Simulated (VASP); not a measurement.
# MgCd3O4 (P4/mmm) in VASP: a series of runs, part 2 of 2

VASP 6.6.1.

## Step 3: Single point, PBE

This run uses another cell than the first one, of 12.76 Å³/atom.

The input, INCAR:

```
SYSTEM = MgCd3O4
  ALGO = Normal
  EDIFF = 1E-7
  ENCUT = 520
  GGA = PE
  ISIF = 2
  ISMEAR = 0
  LASPH = .TRUE.
  LCHARG = .FALSE.
  LREAL = .FALSE.
  LWAVE = .FALSE.
  NBANDS = 41
  NELM = 100
  PREC = Accurate
  SIGMA = 0.1
```

The input, KPOINTS:

```
k-points
0
G
  12 12 4
  0 0 0
```

The input, POSCAR:

```
MgCd3O4
1.0
    3.3076836166      0.0000000000      0.0000000000
    0.0000000000      3.3076836166      0.0000000000
    0.0000000000      0.0000000000      9.3304803671
Mg Cd O
1 3 4
Direct
    0.0000000000      0.0000000000      0.5000000000
    0.0000000000      0.0000000000      0.0000000000
    0.5000000000      0.5000000000      0.2567000814
    0.5000000000      0.5000000000      0.7432999186
    0.0000000000      0.0000000000      0.2677532498
    0.5000000000      0.5000000000      0.5000000000
    0.0000000000      0.0000000000      0.7322467502
    0.5000000000      0.5000000000      0.0000000000
```

Potentials or basis: VASP PAW PBE potentials, release 64 (Mg, Cd, O).

Launch:

```bash
cat potpaw_PBE.64/Mg/POTCAR potpaw_PBE.64/Cd/POTCAR potpaw_PBE.64/O/POTCAR > POTCAR
mpirun -np 1 vasp_std > vasp.out
```

OUTCAR:

```text
SYSTEM = MgCd3O4
   EDIFF = 1E-7
   ENCUT = 520
   GGA = PE
   ISIF = 2
   ISMEAR = 0
   LASPH = .TRUE.
   LREAL = .FALSE.
   NELM = 100
   PREC = Accurate

 ion  position               nearest neighbor table
   1  0.000  0.000  0.500-   5 2.17   7 2.17   6 2.34   6 2.34   6 2.34   6 2.34   4 3.26   4 3.26
                             3 3.26   4 3.26   3 3.26   3 3.26   4 3.26   3 3.26
   2  0.000  0.000  0.000-   8 2.34   8 2.34   8 2.34   8 2.34   5 2.50   7 2.50   4 3.35   4 3.35
                             3 3.35   4 3.35   3 3.35   3 3.35   4 3.35   3 3.35
   3  0.500  0.500  0.257-   6 2.27   5 2.34   5 2.34   5 2.34   5 2.34   8 2.40   1 3.26   1 3.26
                             1 3.26   1 3.26   2 3.35   2 3.35   2 3.35   2 3.35
   4  0.500  0.500  0.743-   6 2.27   7 2.34   7 2.34   7 2.34   7 2.34   8 2.40   1 3.26   1 3.26
                             1 3.26   1 3.26   2 3.35   2 3.35   2 3.35   2 3.35
   5  0.000  0.000  0.268-   1 2.17   3 2.34   3 2.34   3 2.34   3 2.34   2 2.50
   6  0.500  0.500  0.500-   3 2.27   4 2.27   1 2.34   1 2.34   1 2.34   1 2.34
   7  0.000  0.000  0.732-   1 2.17   4 2.34   4 2.34   4 2.34   4 2.34   2 2.50
   8  0.500  0.500  0.000-   2 2.34   2 2.34   2 2.34   2 2.34   4 2.40   3 2.40

  LATTYP: Found a simple tetragonal cell.
 ALAT       =     3.3076836166
 C/A-ratio  =     2.8208503136

  Lattice vectors:

 A1 = (   3.3076836166,   0.0000000000,   0.0000000000)
 A2 = (   0.0000000000,   3.3076836166,   0.0000000000)
 A3 = (   0.0000000000,   0.0000000000,   9.3304803671)

Analysis of symmetry for initial positions (statically):
=====================================================================
 Subroutine PRICEL returns:
 Original cell was already a primitive cell.

 Routine SETGRP: Setting up the symmetry group for a
 simple tetragonal supercell.

 Subroutine GETGRP returns: Found 16 space group operations
 (whereof 16 operations were pure point group operations)
 out of a pool of 16 trial point group operations.

The static configuration has the point symmetry D_4h.

Analysis of symmetry for dynamics (positions and initial velocities):
=====================================================================
[... 151 lines left out ...]
   LEPSILON=     F    determine dielectric tensor
   LRPA    =     F    only Hartree local field effects (RPA)
 non-spin polarized calculation
 Gauss-broadening in eV      SIGMA  =   0.10
  energy-cutoff  :      520.00
  volume of cell :      102.08
 maximum number of plane-waves:      2784
 NGX is ok and might be reduce to    28
   NGX = 13   NGY = 13   NGZ = 35

 number of electron      62.0000036 magnetization

 Free energy of the ion-electron system (eV)
  ---------------------------------------------------
  ext. energy  EPLUGINS =         0.00000000
  ---------------------------------------------------
  free energy    TOTEN  =       -34.50811302 eV

  energy without entropy =      -34.50757876  energy(sigma->0) =      -34.50784589

 E-fermi :   2.3754     XC(G=0): -11.2690

 val. band max:        2.2995224179   @ k =   0.5000   0.0000   0.0000
 cond. band min:       2.5861733056   @ k =   0.0833   0.0000   0.0000
 fundamental gap:      0.2866508877
 Fermi energy:         2.3754447637

 k-point     1 :       0.0000    0.0000    0.0000
  band No.  band energies     occupation
      1     -15.3080      2.00000
      2     -14.8632      2.00000
      3     -14.7595      2.00000
      4     -14.1580      2.00000
      5      -5.2741      2.00000
      6      -4.8976      2.00000
[... 1045 lines left out ...]
     40      11.4389      0.00000
     41      11.9072      0.00000

 [... further k-points ...]

------------------------ aborting loop because EDIFF is reached ----------------------------------------

  FORCE on cell =-STRESS in cart. coord.  units (eV):
  Direction    XX          YY          ZZ          XY          YZ          ZX
  --------------------------------------------------------------------------------------
  -------------------------------------------------------------------------------------
  Total        0.6427956      0.6427956      0.5928832      0.0000000     -0.0000000      0.0000000
  in kB       10.0886157     10.0886157      9.3052446      0.0000000     -0.0000000      0.0000000
  external PRESSURE =       9.8274920 kB  Pullay stress =       0.0000000 kB

 VOLUME and BASIS-vectors are now :
 -----------------------------------------------------------------------------
  energy-cutoff  :      520.00
  volume of cell :      102.08
      direct lattice vectors                 reciprocal lattice vectors
     3.307683617  0.000000000  0.000000000     0.302326376  0.000000000  0.000000000
     0.000000000  3.307683617  0.000000000     0.000000000  0.302326376  0.000000000
     0.000000000  0.000000000  9.330480367     0.000000000  0.000000000  0.107175618

 POSITION                                       TOTAL-FORCE (eV/Angst)
 -----------------------------------------------------------------------------------
      0.00000      0.00000      4.66524         0.000000     -0.000000      0.000000
      0.00000      0.00000      0.00000         0.000000     -0.000000      0.000000
      1.65384      1.65384      2.39514        -0.000000      0.000000     -0.029976
      1.65384      1.65384      6.93535         0.000000      0.000000      0.029976
      0.00000      0.00000      2.49827         0.000000     -0.000000      0.038930
      1.65384      1.65384      4.66524         0.000000     -0.000000      0.000000
      0.00000      0.00000      6.83221         0.000000     -0.000000     -0.038930
      1.65384      1.65384      0.00000         0.000000     -0.000000      0.000000
 -----------------------------------------------------------------------------------
    total drift:                                0.000000      0.000000     -0.000000

  FREE ENERGIE OF THE ION-ELECTRON SYSTEM (eV)
  ---------------------------------------------------
  free  energy   TOTEN  =       -34.5081130197 eV

  energy  without entropy=      -34.5075787643  energy(sigma->0) =      -34.50784589
```

Run time: 2.6 min. Hardware: 1 thread of Intel Xeon 6975P-C (Granite Rapids), shared host; peak memory 0.42 GiB.

Results:

```
Free energy            : -34.5081 eV
Pressure               : 1.0 GPa
Largest force          : 0.039 eV/Å
Band gap on the k mesh : zero (bands 31 and 32 overlap by 0.22 eV)
```

Forces on the atoms (eV/Å):
```
Mg   0.000  0.000  0.000
Cd   0.000  0.000  0.000
Cd   0.000  0.000 -0.030
Cd   0.000  0.000  0.030
O    0.000  0.000  0.039
O    0.000  0.000  0.000
O    0.000  0.000 -0.039
O    0.000  0.000  0.000
```

Stress tensor (GPa, compression positive):
```
1.01 0.00 0.00
0.00 1.01 0.00
0.00 0.00 0.93
```

Caveat: semilocal functionals underestimate gaps, so a narrow gap can read as zero.
